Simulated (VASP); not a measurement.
# ZnO (P6_3mc) in VASP: settings compared

ZnO is run at these levels: RPBE+D4, PBEsol; tasks: single point.

All numbers are computed with VASP 6.6.1; they aren't measurements. Logs are shortened: lines on timing, memory, paths and dates and some standing lists are left out, and cuts for length are marked.

**What was measured.**

From “Electronic structure of alkaline earth and post-transition metal oxides”, 2009, arxiv:0908.1581, for a bulk crystal of ZnO: band gap 3.37 eV.

The runs below are set against these values where they give the same quantity.

## (1) The cell of the first run

The structure is hexagonal, space group P6_3mc (No. 186). The conventional cell has a = 3.255 Å, b = 3.255 Å, c = 5.249 Å, α = 90.00°, β = 90.00°, γ = 120.00°. Within 2.6 Å of Zn (site symmetry 3m) lie 4 O at 1.98 to 1.99 Å. Within 2.6 Å of O (site symmetry 3m) lie 4 Zn at 1.98 to 1.99 Å.

## (2) Single point, RPBE+D4

INCAR

```
SYSTEM = ZnO
ALGO = Normal
EDIFF = 1E-6
ENCUT = 520
GGA = RP
ISIF = 2
ISMEAR = 0
IVDW = 13
LASPH = .True.
LCHARG = .False.
LREAL = .False.
LWAVE = .False.
NBANDS = 26
NELM = 60
PREC = Accurate
SIGMA = 0.05
```

KPOINTS

```
k-points
0
Gamma
  8 8 6
  0 0 0
```

POSCAR

```
ZnO
1.0
    3.2554257489      0.0000000000      0.0000000000
   -1.6277128744      2.8192813987      0.0000000000
    0.0000000000      0.0000000000      5.2493192708
Zn O
2 2
Direct
    0.3333333333      0.6666666667      0.0014489168
    0.6666666667      0.3333333333      0.5014489168
    0.3333333333      0.6666666667      0.3806510832
    0.6666666667      0.3333333333      0.8806510832
```

Potentials or basis: VASP PAW PBE potentials, release 64 (Zn, O).

On the command line:

```
$ cat potpaw_PBE.64/Zn/POTCAR potpaw_PBE.64/O/POTCAR > POTCAR
$ mpirun -np 1 vasp_std > vasp.out
```

OUTCAR:

```text
SYSTEM = ZnO
   EDIFF = 1E-6
   ENCUT = 520
   GGA = RP
   ISIF = 2
   ISMEAR = 0
   IVDW = 13
   LASPH = .True.
   LREAL = .False.
   NELM = 60
   PREC = Accurate

 ion  position               nearest neighbor table
   1  0.333  0.667  0.001-   4 1.98   4 1.98   4 1.98   3 1.99
   2  0.667  0.333  0.501-   3 1.98   3 1.98   3 1.98   4 1.99
   3  0.333  0.667  0.381-   2 1.98   2 1.98   2 1.98   1 1.99
   4  0.667  0.333  0.881-   1 1.98   1 1.98   1 1.98   2 1.99

  LATTYP: Found a hexagonal cell.
 ALAT       =     3.2554257489
 C/A-ratio  =     1.6124831821

  Lattice vectors:

 A1 = (   3.2554257489,   0.0000000000,   0.0000000000)
 A2 = (  -1.6277128744,   2.8192813987,   0.0000000000)
 A3 = (   0.0000000000,   0.0000000000,   5.2493192708)

Analysis of symmetry for initial positions (statically):
=====================================================================
 Subroutine PRICEL returns:
 Original cell was already a primitive cell.

 Routine SETGRP: Setting up the symmetry group for a
 hexagonal supercell.

 Subroutine GETGRP returns: Found 12 space group operations
 (whereof  6 operations were pure point group operations)
 out of a pool of 24 trial point group operations.

The static configuration has the point symmetry C_3v.
 The point group associated with its full space group is C_6v.

Analysis of symmetry for dynamics (positions and initial velocities):
=====================================================================
 Subroutine PRICEL returns:
 Original cell was already a primitive cell.

 Routine SETGRP: Setting up the symmetry group for a
 hexagonal supercell.

 Subroutine GETGRP returns: Found 12 space group operations
 (whereof  6 operations were pure point group operations)
 out of a pool of 24 trial point group operations.

The dynamic configuration has the point symmetry C_3v.
 The point group associated with its full space group is C_6v.

 Subroutine INISYM returns: Found 12 space group operations
 (whereof  6 operations are pure point group operations),
 and found     1 'primitive' translations

----------------------------------------------------------------------------------------

                                     Primitive cell

  volume of cell :      48.1780

  direct lattice vectors                    reciprocal lattice vectors
     3.255425749  0.000000000  0.000000000     0.307179483  0.177350157  0.000000000
    -1.627712874  2.819281399  0.000000000     0.000000000  0.354700315  0.000000000
     0.000000000  0.000000000  5.249319271     0.000000000  0.000000000  0.190500891

  length of vectors
     3.255425749  3.255425749  5.249319271     0.354700315  0.354700315  0.190500891

  position of ions in fractional coordinates (direct lattice)
     0.333333333  0.666666667  0.001448917
     0.666666667  0.333333333  0.501448917
     0.333333333  0.666666667  0.380651083
     0.666666667  0.333333333  0.880651083

  ion indices of the primitive-cell ions
   primitive index   ion index
                 1           1
                 2           2
                 3           3
                 4           4

----------------------------------------------------------------------------------------

 KPOINTS: k-points

Automatic generation of k-mesh.
 Grid dimensions read from file:
 generate k-points for:    8    8    6

 Generating k-lattice:

  Cartesian coordinates                     Fractional coordinates (reciprocal lattice)
     0.038397435  0.022168770  0.000000000     0.125000000  0.000000000  0.000000000
     0.000000000  0.044337539  0.000000000     0.000000000  0.125000000  0.000000000
     0.000000000  0.000000000  0.031750149     0.000000000  0.000000000  0.166666667

  Length of vectors
     0.044337539  0.044337539  0.031750149

  Shift w.r.t. Gamma in fractional coordinates (k-lattice)
     0.000000000  0.000000000  0.000000000

 Subroutine IBZKPT returns following result:
 ===========================================

 Found     40 irreducible k-points:

 Following reciprocal coordinates:
            Coordinates               Weight
  0.000000  0.000000  0.000000      1.000000
  0.125000  0.000000  0.000000      6.000000
  0.250000  0.000000  0.000000      6.000000
  0.375000  0.000000  0.000000      6.000000
  0.500000  0.000000  0.000000      3.000000
  0.125000  0.125000  0.000000      6.000000
[... 16 lines left out ...]
  0.250000  0.000000  0.333333     12.000000
  0.375000  0.000000  0.333333     12.000000
 [... further k-points ...]
   k-points           NKPTS =     40   k-points in BZ     NKDIM =     40   number of bands    NBANDS=     26
   number of dos      NEDOS =    301   number of ions     NIONS =      4
   total plane-waves  NPLWV =  23040
   dimension x,y,z NGX =    24 NGY =   24 NGZ =   40
   dimension x,y,z NGXF=    48 NGYF=   48 NGZF=   80
   ions per type =               2   2
   NGX,Y,Z   is equivalent  to a cutoff of  12.26, 12.26, 12.67 a.u.
   NGXF,Y,Z  is equivalent  to a cutoff of  24.51, 24.51, 25.34 a.u.
 SYSTEM =  ZnO
   PREC   = accura    normal or accurate (medium, high low for compatibility)
   ISTART =      0    job   : 0-new  1-cont  2-samecut
   ICHARG =      2    charge: 1-file 2-atom 10-const
   ISPIN  =      1    spin polarized calculation?
   LNONCOLLINEAR =      F non collinear calculations
   LSORBIT =      F    spin-orbit coupling
   LASPH  =      T    aspherical Exc in radial PAW
   ENCUT  =  520.0 eV  38.22 Ry    6.18 a.u.   6.05  6.05  9.76*2*pi/ulx,y,z
   NELM   =     60;   NELMIN=  2; NELMDL= -5     # of ELM steps
   EDIFF  = 0.1E-05   stopping-criterion for ELM
   LREAL  =      F    real-space projection
   EDIFFG = 0.1E-04   stopping-criterion for IOM
   NSW    =      0    number of steps for IOM
   IBRION =     -1    ionic relax: 0-MD 1-quasi-New 2-CG
   NFREE  =      0    steps in history (QN), initial steepest desc. (CG)
   ISIF   =      2    stress and relaxation
   ISYM   =      2    0-nonsym 1-usesym 2-fastsym
   POTIM  = 0.5000    time-step for ionic-motion
   TEBEG  =    0.0;   TEEND  =   0.0 temperature during run
   PSTRESS=    0.0 pullay stress
   NELECT =      36.0000    total number of electrons
   NUPDOWN=      -1.0000    fix difference up-down
   EMIN   =  10.00;   EMAX   =-10.00  energy-range for DOS
   EFERMI =   0.00;   METHOD = LEGACY
   ISMEAR =     0;   SIGMA  =   0.05  broadening in eV -4-tet -1-fermi 0-gaus
   EFERMI_NEDOS =   21; number of points for ismear=-14 and -15
   IALGO  =     38    algorithm
   IMIX   =      4    mixing-type and parameters
     AMIX     =   0.40;   BMIX     =  1.00
     AMIX_MAG =   1.60;   BMIX_MAG =  1.00
  volume/ion in A,a.u.               =      12.04        81.28
  Fermi-wavevector in a.u.,A,eV,Ry     =   1.485568  2.807317 30.026873  2.206913
  Thomas-Fermi vector in A             =   2.598964
   LORBIT       =      0    0 simple, 1 ext, 2 COOP (PROOUT), +10 PAW based schemes
   GGA     = RP    functional components
   LHFCALC =     F    Hartree Fock is set to
   AEXX    =    0.0000 exact exchange contribution
   IVDW    =    13    specifies the selected vdW correction
   LEPSILON=     F    determine dielectric tensor
   LRPA    =     F    only Hartree local field effects (RPA)
 non-spin polarized calculation
 Gauss-broadening in eV      SIGMA  =   0.05
  energy-cutoff  :      520.00
  volume of cell :       48.18
 maximum number of plane-waves:      1314
   NGX = 13   NGY = 13   NGZ = 19

 number of electron      36.0000034 magnetization

 Free energy of the ion-electron system (eV)
  ---------------------------------------------------
  ext. energy  EPLUGINS =         0.00000000
  ---------------------------------------------------
  free energy    TOTEN  =       -16.29150327 eV

  energy without entropy =      -16.29150327  energy(sigma->0) =      -16.29150327

 E-fermi :   1.5249     XC(G=0): -10.5882

 val. band max:        1.2806409153   @ k =   0.0000   0.0000   0.0000
 cond. band min:       2.1354672421   @ k =   0.0000   0.0000   0.0000
 fundamental gap:      0.8548263268
 Fermi energy:         1.5249089337

 k-point     1 :       0.0000    0.0000    0.0000
  band No.  band energies     occupation
      1     -16.8032      2.00000
      2     -16.1160      2.00000
      3      -4.3462      2.00000
      4      -4.3462      2.00000
      5      -4.3018      2.00000
      6      -4.2363      2.00000
[... 18 lines left out ...]
     25      15.4581      0.00000
     26      15.4582      0.00000

 k-point     2 :       0.1250    0.0000    0.0000
  band No.  band energies     occupation
      1     -16.7221      2.00000
      2     -16.0804      2.00000
      3      -4.4337      2.00000
      4      -4.2985      2.00000
      5      -4.2551      2.00000
      6      -4.1770      2.00000
[... 18 lines left out ...]
     25      15.4730      0.00000
     26      15.6141      0.00000

 k-point     3 :       0.2500    0.0000    0.0000
  band No.  band energies     occupation
      1     -16.5132      2.00000
      2     -16.0006      2.00000
      3      -4.5837      2.00000
      4      -4.2551      2.00000
      5      -4.1950      2.00000
      6      -4.0716      2.00000
[... 18 lines left out ...]
     25      14.6838      0.00000
     26      15.4985      0.00000

 k-point     4 :       0.3750    0.0000    0.0000
  band No.  band energies     occupation
      1     -16.2729      2.00000
      2     -15.9424      2.00000
      3      -4.6192      2.00000
      4      -4.3014      2.00000
      5      -4.1172      2.00000
      6      -3.8616      2.00000
[... 18 lines left out ...]
     25      14.6569      0.00000
     26      15.4457      0.00000
[... 496 lines left out ...]
      1     -16.5664      2.00000
      2     -16.2453      2.00000
      3      -4.5411      2.00000
      4      -4.5128      2.00000
      5      -4.2632      2.00000
      6      -4.2558      2.00000
[... 18 lines left out ...]
     25      14.4362      0.00000
     26      14.9876      0.00000

 k-point    23 :       0.2500    0.0000    0.3333
  band No.  band energies     occupation
      1     -16.3855      2.00000
      2     -16.1288      2.00000
      3      -4.6701      2.00000
      4      -4.5526      2.00000
      5      -4.1386      2.00000
      6      -4.1131      2.00000
[... 18 lines left out ...]
     25      14.7258      0.00000
     26      15.1083      0.00000

 k-point    24 :       0.3750    0.0000    0.3333
  band No.  band energies     occupation
      1     -16.1862      2.00000
      2     -16.0205      2.00000
      3      -4.7187      2.00000
      4      -4.5939      2.00000
      5      -4.0276      2.00000
      6      -3.9205      2.00000
[... 18 lines left out ...]
     25      14.8044      0.00000
     26      15.2022      0.00000

 [... further k-points ...]

------------------------ aborting loop because EDIFF is reached ----------------------------------------

  DFT-D4 for vdW energy calculation

  Edisp (eV):   -2.00833

  FORCE on cell =-STRESS in cart. coord.  units (eV):
  Direction    XX          YY          ZZ          XY          YZ          ZX
  --------------------------------------------------------------------------------------
  -------------------------------------------------------------------------------------
  Total       0.40093     0.40093     0.41580     0.00000     0.00000     0.00000
  in kB      13.33310    13.33310    13.82765     0.00000     0.00000     0.00000
  external pressure =       13.50 kB  Pullay stress =        0.00 kB

 VOLUME and BASIS-vectors are now :
 -----------------------------------------------------------------------------
  energy-cutoff  :      520.00
  volume of cell :       48.18
      direct lattice vectors                 reciprocal lattice vectors
     3.255425749  0.000000000  0.000000000     0.307179483  0.177350157  0.000000000
    -1.627712874  2.819281399  0.000000000     0.000000000  0.354700315  0.000000000
     0.000000000  0.000000000  5.249319271     0.000000000  0.000000000  0.190500891

 POSITION                                       TOTAL-FORCE (eV/Angst)
 -----------------------------------------------------------------------------------
     -0.00000      1.87952      0.00761         0.000000     -0.000000     -0.003565
      1.62771      0.93976      2.63227        -0.000000      0.000000     -0.003565
     -0.00000      1.87952      1.99816        -0.000000     -0.000000      0.003565
      1.62771      0.93976      4.62282         0.000000      0.000000      0.003565
 -----------------------------------------------------------------------------------
    total drift:                               -0.000001     -0.000001      0.000532

  FREE ENERGIE OF THE ION-ELECTRON SYSTEM (eV)
  ---------------------------------------------------
  free  energy   TOTEN  =       -18.2998290945 eV

  energy  without entropy=      -18.2998290945  energy(sigma->0) =      -18.29982909
```

Wall time 17 s (1 thread of Intel Xeon 6975P-C (Granite Rapids), shared host); peak memory 0.18 GiB.

What came out:

```yaml
Free_energy: -18.2998 eV
Pressure: 1.3 GPa
Largest_force: 0.004 eV/Å
Band_gap_on_the_k_mesh: 0.85 eV, direct
Dispersion_energy_per_atom: -0.502 eV
```

Forces on the atoms (eV/Å):
```
Zn   0.000  0.000 -0.004
Zn   0.000  0.000 -0.004
O    0.000  0.000  0.004
O    0.000  0.000  0.004
```

Levels at points of the mesh, in eV from the valence-band top:
| k point | band 16 | band 17 | band 18 | band 19 | band 20 | band 21 |
| --- | --- | --- | --- | --- | --- | --- |
| (0.00, 0.00, 0.00) | -0.08 | 0.00 | 0.00 | 0.85 | 5.28 | 8.27 |
| (0.50, 0.00, 0.00) | -2.21 | -1.26 | -0.82 | 5.81 | 6.98 | 7.68 |
| (0.00, 0.00, 0.50) | -0.38 | -0.38 | -0.38 | 3.50 | 3.50 | 10.13 |
| (0.50, 0.00, 0.50) | -1.48 | -1.35 | -1.35 | 5.79 | 5.79 | 8.46 |

Caveat: the PAW data sets were made with another functional, which shifts forces and pressure a little.

[end of part 1 of 2]
